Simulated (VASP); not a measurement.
# In3As (Pm-3m) in VASP: settings compared

The runs below take In3As through relaxation of cell and atoms, with revPBE+D3(BJ), RPBE, r2SCAN+D4.

All numbers are computed with VASP 6.6.1; they aren't measurements. Logs are shortened: lines on timing, memory, paths and dates and some standing lists are left out, and cuts for length are marked.

## (1) The cell of the first run

Symmetry: Pm-3m, No. 221, cubic system. Conventional cell: a = 4.672 Å, b = 4.672 Å, c = 4.672 Å, α = 90.00°, β = 90.00°, γ = 90.00°. In (site symmetry 4/mmm) has 8 In at 3.30 Å and 4 As at 3.30 Å within 4.3 Å. Within 4.3 Å of As (site symmetry m-3m) lie 12 In at 3.30 Å.

## (2) Relaxation of cell and atoms, revPBE+D3(BJ)

The input, INCAR:

```
SYSTEM = In3As
PREC = Accurate
ENCUT = 600
EDIFF = 1E-6
ISMEAR = -1
SIGMA = 0.01
LREAL = .FALSE.
LASPH = .TRUE.
NELM = 80
ALGO = Normal
ISIF = 3
LWAVE = .FALSE.
LCHARG = .FALSE.
GGA = RE
IVDW = 12
IBRION = 2
NSW = 80
EDIFFG = -0.01
```

The input, KPOINTS:

```
regular mesh
0
G
  4 4 4
  0 0 0
```

The input, POSCAR:

```
In3As
1.0
    4.6716810000      0.0000000000      0.0000000000
    0.0000000000      4.6716810000      0.0000000000
    0.0000000000      0.0000000000      4.6716810000
In As
3 1
Direct
    0.0000000000      0.5000000000      0.5000000000
    0.5000000000      0.0000000000      0.5000000000
    0.5000000000      0.5000000000      0.0000000000
    0.0000000000      0.0000000000      0.0000000000
```

Potentials or basis: VASP PAW PBE potentials, release 64 (In_d, As).

Launch:

```bash
$ cat potpaw_PBE.64/In_d/POTCAR potpaw_PBE.64/As/POTCAR > POTCAR
$ mpirun -np 1 vasp_std > vasp.out
```

OUTCAR:

```text
SYSTEM = In3As
   PREC = Accurate
   ENCUT = 600
   EDIFF = 1E-6
   ISMEAR = -1
   LREAL = .FALSE.
   LASPH = .TRUE.
   NELM = 80
   ISIF = 3
   GGA = RE
   IVDW = 12
   IBRION = 2
   NSW = 80
   EDIFFG = -0.01
 IVDW          = 12

 ion  position               nearest neighbor table
   1  0.000  0.500  0.500-   2 3.30   3 3.30   4 3.30   3 3.30   4 3.30   2 3.30   4 3.30   4 3.30
                             2 3.30   3 3.30   3 3.30   2 3.30
   2  0.500  0.000  0.500-   1 3.30   3 3.30   4 3.30   3 3.30   4 3.30   1 3.30   3 3.30   3 3.30
                             1 3.30   4 3.30   4 3.30   1 3.30
   3  0.500  0.500  0.000-   1 3.30   2 3.30   4 3.30   1 3.30   2 3.30   2 3.30   4 3.30   2 3.30
                             1 3.30   4 3.30   1 3.30   4 3.30
   4  0.000  0.000  0.000-   1 3.30   2 3.30   3 3.30   1 3.30   2 3.30   1 3.30   3 3.30   1 3.30
                             2 3.30   3 3.30   2 3.30   3 3.30

  LATTYP: Found a simple cubic cell.
 ALAT       =     4.6716810000

  Lattice vectors:

 A1 = (   4.6716810000,   0.0000000000,   0.0000000000)
 A2 = (   0.0000000000,   4.6716810000,   0.0000000000)
 A3 = (   0.0000000000,   0.0000000000,   4.6716810000)

Analysis of symmetry for initial positions (statically):
=====================================================================
 Subroutine PRICEL returns:
 Original cell was already a primitive cell.

 Routine SETGRP: Setting up the symmetry group for a
 simple cubic supercell.

 Subroutine GETGRP returns: Found 48 space group operations
 (whereof 48 operations were pure point group operations)
 out of a pool of 48 trial point group operations.

The static configuration has the point symmetry O_h .

Analysis of symmetry for dynamics (positions and initial velocities):
=====================================================================
 Subroutine PRICEL returns:
 Original cell was already a primitive cell.

 Routine SETGRP: Setting up the symmetry group for a
 simple cubic supercell.

 Subroutine GETGRP returns: Found 48 space group operations
 (whereof 48 operations were pure point group operations)
 out of a pool of 48 trial point group operations.

The dynamic configuration has the point symmetry O_h .

 Subroutine INISYM returns: Found 48 space group operations
 (whereof 48 operations are pure point group operations),
 and found     1 'primitive' translations

----------------------------------------------------------------------------------------

                                     Primitive cell

  volume of cell :     101.9576

  direct lattice vectors                    reciprocal lattice vectors
     4.671681000  0.000000000  0.000000000     0.214055711  0.000000000  0.000000000
     0.000000000  4.671681000  0.000000000     0.000000000  0.214055711  0.000000000
[... 56 lines left out ...]
   k-points           NKPTS =     10   k-points in BZ     NKDIM =     10   number of bands    NBANDS=     26
   number of dos      NEDOS =    301   number of ions     NIONS =      4
   total plane-waves  NPLWV =  64000
   dimension x,y,z NGX =    40 NGY =   40 NGZ =   40
   dimension x,y,z NGXF=    80 NGYF=   80 NGZF=   80
   ions per type =               3   1
   NGX,Y,Z   is equivalent  to a cutoff of  14.23, 14.23, 14.23 a.u.
   NGXF,Y,Z  is equivalent  to a cutoff of  28.47, 28.47, 28.47 a.u.
 SYSTEM =  In3As
   PREC   = accura    normal or accurate (medium, high low for compatibility)
   ISTART =      0    job   : 0-new  1-cont  2-samecut
   ICHARG =      2    charge: 1-file 2-atom 10-const
   ISPIN  =      1    spin polarized calculation?
   LNONCOLLINEAR =      F non collinear calculations
   LSORBIT =      F    spin-orbit coupling
   LASPH  =      T    aspherical Exc in radial PAW
   ENCUT  =  600.0 eV  44.10 Ry    6.64 a.u.   9.33  9.33  9.33*2*pi/ulx,y,z
   NELM   =     80;   NELMIN=  2; NELMDL= -5     # of ELM steps
   EDIFF  = 0.1E-05   stopping-criterion for ELM
   LREAL  =      F    real-space projection
   EDIFFG = -.1E-01   stopping-criterion for IOM
   NSW    =     80    number of steps for IOM
   IBRION =      2    ionic relax: 0-MD 1-quasi-New 2-CG
   NFREE  =      1    steps in history (QN), initial steepest desc. (CG)
   ISIF   =      3    stress and relaxation
   ISYM   =      2    0-nonsym 1-usesym 2-fastsym
   POTIM  = 0.5000    time-step for ionic-motion
   TEBEG  =    0.0;   TEEND  =   0.0 temperature during run
   PSTRESS=    0.0 pullay stress
   NELECT =      44.0000    total number of electrons
   NUPDOWN=      -1.0000    fix difference up-down
   EMIN   =  10.00;   EMAX   =-10.00  energy-range for DOS
   EFERMI =   0.00;   METHOD = LEGACY
   ISMEAR =    -1;   SIGMA  =   0.01  broadening in eV -4-tet -1-fermi 0-gaus
   EFERMI_NEDOS =   21; number of points for ismear=-14 and -15
   IALGO  =     38    algorithm
   IMIX   =      4    mixing-type and parameters
     AMIX     =   0.40;   BMIX     =  1.00
     AMIX_MAG =   1.60;   BMIX_MAG =  1.00
  volume/ion in A,a.u.               =      25.49       172.01
  Fermi-wavevector in a.u.,A,eV,Ry     =   1.237141  2.337858 20.823961  1.530518
  Thomas-Fermi vector in A             =   2.371720
   LORBIT       =      0    0 simple, 1 ext, 2 COOP (PROOUT), +10 PAW based schemes
   GGA     = RE    functional components
   LHFCALC =     F    Hartree Fock is set to
   AEXX    =    0.0000 exact exchange contribution
   IVDW    =    12    specifies the selected vdW correction
   LEPSILON=     F    determine dielectric tensor
   LRPA    =     F    only Hartree local field effects (RPA)
 conjugate gradient relaxation of ions
 non-spin polarized calculation
  energy-cutoff  :      600.00
  volume of cell :      101.96
 maximum number of plane-waves:      3448
 NGX is ok and might be reduce to    40
   NGX = 19   NGY = 19   NGZ = 19

--------------------------------------- Ionic step        1  -------------------------------------------

 number of electron      44.0000015 magnetization

 Free energy of the ion-electron system (eV)
  ---------------------------------------------------
  ext. energy  EPLUGINS =         0.00000000
  ---------------------------------------------------
  free energy    TOTEN  =       -10.76494071 eV

  energy without entropy =      -10.76323676  energy(sigma->0) =      -10.76408873

------------------------ aborting loop because EDIFF is reached ----------------------------------------

 Edisp (eV)   -2.56650

 E8    (eV) :    -1.8687
[... 75 lines left out ...]
--------------------------------------- Ionic step        3  -------------------------------------------

 number of electron      43.9999979 magnetization

 Free energy of the ion-electron system (eV)
  ---------------------------------------------------
  ext. energy  EPLUGINS =         0.00000000
  ---------------------------------------------------
  free energy    TOTEN  =       -10.64916603 eV

  energy without entropy =      -10.64753059  energy(sigma->0) =      -10.64834831

 E-fermi :   7.8745     XC(G=0): -10.4033

 val. band max:        7.8209846052   @ k =   0.2500   0.0000   0.0000
 cond. band min:       7.8860976967   @ k =   0.2500   0.2500   0.2500
 fundamental gap:      0.0651130915
 Fermi energy:         7.8745175703

 k-point     1 :       0.0000    0.0000    0.0000
  band No.  band energies     occupation
      1      -7.3740      2.00000
      2      -7.3512      2.00000
      3      -7.3512      2.00000
      4      -7.3512      2.00000
      5      -7.1561      2.00000
      6      -7.1561      2.00000
[... 314 lines left out ...]
  FREE ENERGIE OF THE ION-ELECTRON SYSTEM (eV)
  ---------------------------------------------------
  free  energy   TOTEN  =       -13.3988000982 eV

  energy  without entropy=      -13.3971646651  energy(sigma->0) =      -13.39798238

 reached required accuracy - stopping structural energy minimisation
```

OSZICAR:

```text
N       E                     dE             d eps       ncg     rms          rms(c)
DAV:   1     0.384705299550E+03    0.38471E+03   -0.23878E+04   520   0.243E+03
DAV:   2     0.231226933771E+02   -0.36158E+03   -0.35808E+03   520   0.483E+02
DAV:   3    -0.975720195328E+01   -0.32880E+02   -0.32363E+02   630   0.170E+02
[... 25 lines left out ...]
DAV:   3    -0.106492194445E+02    0.73642E-03   -0.26406E-03   702   0.815E-01    0.764E-02
DAV:   4    -0.106491808329E+02    0.38612E-04   -0.77202E-05   522   0.738E-02    0.283E-02
DAV:   5    -0.106491672528E+02    0.13580E-04   -0.13224E-05   682   0.355E-02    0.786E-03
DAV:   6    -0.106491652695E+02    0.19833E-05   -0.16336E-06   358   0.104E-02    0.219E-03
DAV:   7    -0.106491660253E+02   -0.75582E-06   -0.27113E-07   266   0.730E-03
   3 F= -.13398800E+02 E0= -.13397982E+02  d E =-.673612E-01
```

CONTCAR:

```text
In3As
   1.00000000000000
     4.5677949916577951    0.0000000000000000    0.0000000000000000
     0.0000000000000000    4.5677949916577951    0.0000000000000000
    -0.0000000000000000    0.0000000000000000    4.5677949916577951
  In              As
     3     1
Direct
     0.0000000000000000    0.5000000000000000    0.5000000000000000
     0.5000000000000000    0.0000000000000000    0.5000000000000000
     0.5000000000000000    0.5000000000000000    0.0000000000000000
     0.0000000000000000    0.0000000000000000    0.0000000000000000

  0.00000000E+00  0.00000000E+00  0.00000000E+00
  0.00000000E+00  0.00000000E+00  0.00000000E+00
  0.00000000E+00  0.00000000E+00  0.00000000E+00
  0.00000000E+00  0.00000000E+00  0.00000000E+00
```

It took 2.1 min on 1 thread of Intel Xeon 8259CL, shared host; peak memory 0.27 GiB.

Results:

| Quantity | Value |
| --- | --- |
| Free energy | -13.3988 eV |
| Relaxed volume | 23.83 Å³/atom |
| Relaxed cell | a = 4.568 Å, b = 4.568 Å, c = 4.568 Å, α = 90.00°, β = 90.00°, γ = 90.00° |
| Space group after relaxing (to 0.1 Å) | Pm-3m (No. 221) |
| Energy gained by relaxing | 16.8 meV/atom |
| Ionic steps | 3 |
| Pressure after relaxing | 0.0 GPa |
| Band gap on the k mesh | zero (bands 22 and 23 overlap by 4.25 eV) |
| Dispersion energy per atom | -0.687 eV |

The path:
```csv
step,energy change (eV),largest force (eV/Å),pressure (GPa),volume (Å³)
1,0.0000,0.0000,-3.05,101.96
2,-0.0672,0.0000,0.19,94.97
3,-0.0674,0.0000,0.02,95.31
```

Final structure:
```
CELL_PARAMETERS angstrom
4.56779 0.00000 0.00000
0.00000 4.56779 0.00000
0.00000 0.00000 4.56779
ATOMIC_POSITIONS crystal
In 0.00000 0.50000 0.50000
In 0.50000 0.00000 0.50000
In 0.50000 0.50000 0.00000
As 0.00000 0.00000 0.00000
```

Caveat: the PAW data sets were made with another functional, which shifts forces and pressure a little; spin-orbit coupling is left out, which moves the levels of the heavy elements.

[end of part 1 of 2]

The gap in the log of VASP goes by the Fermi energy; the results here count the filled bands.